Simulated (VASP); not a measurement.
Set up this calculation in VASP 6.6.1, as the native input.

| Quantity | Value |
| --- | --- |
| Task | single point |
| Functional | PBE |
| Potentials or basis | VASP PAW PBE potentials, release 64 (Si, C) |
| Cutoff | 600 eV |
| k mesh | 6 × 6 × 3 |
| Occupations | gaussian, width 0.2 eV |
| Spin | no spin polarisation |
| Dipole correction | no |
| Further INCAR settings | ALGO = Normal; EDIFF = 1e-06; NBANDS = 18 |

The structure of Si2C3 lies in POSCAR:

```
Si2C3
1.0
    3.0620319832     -0.0000000027      0.0000000000
   -1.5310159893      2.6517974860      0.0000000000
    0.0000000000      0.0000000000      6.2322613542
Si C
2 3
Direct
    0.3333333333      0.6666666667      0.2362685414
    0.6666666667      0.3333333333      0.7637314586
    0.6666666667      0.3333333333      0.3267683426
    0.3333333333      0.6666666667      0.6732316574
    0.0000000000      0.0000000000      0.0000000000
```

The input as run:

INCAR

```
PREC = Accurate
ENCUT = 600
EDIFF = 1E-6
ISMEAR = 0
SIGMA = 0.2
LREAL = False
LASPH = True
NELM = 120
ALGO = Normal
ISIF = 2
LWAVE = False
LCHARG = True
GGA = PE
LELF = True
LVHAR = True
NBANDS = 18
GGA_COMPAT = False
```

KPOINTS

```
regular mesh
0
Gamma
  6 6 3
```

Potentials or basis: VASP PAW PBE potentials, release 64 (Si, C).

The run is started by

```console
$ cat potpaw_PBE.64/Si/POTCAR potpaw_PBE.64/C/POTCAR > POTCAR
$ mpirun -np 1 vasp_std > vasp.out
```

Results of the run:

The pressure is -0.6 GPa. The largest force is 0.036 eV/Å. The band gap on the k mesh is zero (band 10 reaches 8.53 eV, above the bottom of band 11 at 7.25 eV).

Caveat: the k points lie up to 0.39 Å⁻¹ apart.

Run time: 14 s on 1 thread of Intel(R) Xeon(R) Platinum 8375C CPU @ 2.90GHz (Ice Lake), on a shared host, peak memory 0.16 GiB.
